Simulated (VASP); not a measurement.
Wanted: the native input for a VASP 6.6.1 run.

```
Task                   : single point
Functional             : PBE
Potentials or basis    : VASP PAW PBE potentials, release 64 (Sr_sv)
Cutoff                 : 520 eV
k mesh                 : 12 × 12 × 4
Occupations            : gaussian, width 0.1 eV
Spin                   : no spin polarisation
Dipole correction      : no
Further INCAR settings : ALGO = Fast; EDIFF = 1e-06; NBANDS = 28
```

The structure of Sr lies in POSCAR:

```
Sr
1.0
    4.3479987740      0.0000000000      0.0000000000
   -2.1739993870      3.7654773939      0.0000000000
    0.0000000000      0.0000000000     14.2508981969
Sr
4
Direct
    0.0000000000      0.0000000000      0.0000000000
    0.3333333333      0.6666666667      0.2500000000
    0.0000000000      0.0000000000      0.5000000000
    0.6666666667      0.3333333333      0.7500000000
```

This isn't the form of Sr at room conditions, which is fcc.

One way to write it, as run:

INCAR

```
SYSTEM = Sr
PREC     = Accurate       ! precision mode
ENCUT    = 520            ! plane-wave cutoff, eV
EDIFF    = 1E-6           ! SCF threshold, eV
ISMEAR   = 0              ! smearing method
SIGMA    = 0.1            ! smearing width, eV
LREAL    = .False.        ! projectors in reciprocal space
LASPH    = .True.         ! aspherical terms in the spheres
NELM     = 80             ! most SCF steps
ALGO     = Fast           ! electronic algorithm
ISIF     = 2              ! what is computed and relaxed
LWAVE    = .False.        ! write WAVECAR
LCHARG   = .False.        ! write CHGCAR
GGA      = PE             ! functional
NBANDS   = 28             ! bands
```

KPOINTS

```
Automatic mesh
0
Gamma
  12 12 4
  0 0 0
```

Potentials or basis: VASP PAW PBE potentials, release 64 (Sr_sv).

Launch:

```console
$ cat potpaw_PBE.64/Sr_sv/POTCAR > POTCAR
$ mpirun -np 1 vasp_std > vasp.out
```

Results of the run:

```yaml
Pressure: -0.6 GPa
Band_gap_on_the_k_mesh: zero (bands 20 and 21 overlap by 0.22 eV)
```

Wall time 3.9 min on 1 thread of Intel(R) Xeon(R) 6975P-C (Granite Rapids) (shared host), peak memory 0.49 GiB.
